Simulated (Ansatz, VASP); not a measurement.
# Two plane-wave programs on GaAs

```xyz
2
Lattice="0.0000 2.6915 2.9040 2.6915 0.0000 2.9040 2.6915 2.6915 0.0000" Properties=species:S:1:pos:R:3 pbc="T T T"
Ga    0.0000    0.0000    0.0000
As    4.0373    4.0373    4.3561
```

Change from the starting cell: strain -0.050 along x and y, +0.025 along z, atoms carried along.

Alike in both runs: task single point; functional r2SCAN; k mesh 8 × 8 × 8; occupations gaussian, width 0.05 eV; no spin polarisation.

```csv
,VASP,Ansatz
version,VASP 6.6.1,Ansatz 0.2.0
potentials or method,"VASP PAW PBE potentials, release 64 (Ga_d, As), cutoff 520 eV","scalar-relativistic, plane waves, PAW"
valence electrons in the cell,18,28
```

```tsv
	VASP	Ansatz	Ansatz less VASP
gap on the k mesh at the Fermi level (eV)	1.24	1.25	+0.010
least direct gap on the mesh (eV)	1.35	1.37	+0.020
pressure (GPa)	6.8	6.6	-0.16
traceless stress, the component that is largest in VASP (GPa)	-4.01	-4.03	-0.016
```

VASP's potentials were made for PBE, not for r2SCAN. With one functional, cell and mesh, what is left measures potentials, basis and numerics. VASP's potentials hold 18 valence electrons a cell and Ansatz's 28, so a difference there can come from the potentials and not from the codes.
